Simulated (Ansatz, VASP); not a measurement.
**Sn in VASP and in Ansatz**

```xyz
1
Lattice="3.4256 0.0000 0.0000 0.0000 3.4256 0.0000 0.0000 0.0000 3.5099" Properties=species:S:1:pos:R:3 pbc="T T T"
Sn    0.0000    0.0000    0.0000
```

Alike in both runs: task single point; functional PBE; k mesh 6 × 6 × 6; occupations gaussian, width 0.1 eV; no spin polarisation.

```csv
,VASP,Ansatz
version,VASP 6.6.1,Ansatz 0.2.0
potentials or method,"VASP PAW PBE potentials, release 64 (Sn_d), cutoff 500 eV","scalar-relativistic, plane waves, PAW"
valence electrons in the cell,14,14
```

|  | VASP | Ansatz | Ansatz less VASP |
| --- | --- | --- | --- |
| gap on the k mesh at the Fermi level (eV) | none | none | - |
| pressure (GPa) | -7.1 | -7.0 | +0.05 |
| traceless stress, the component that is largest in VASP (GPa) | -0.17 | -0.17 | -0.002 |

A gap of «none» marks a metal or a gap that the smearing closes.
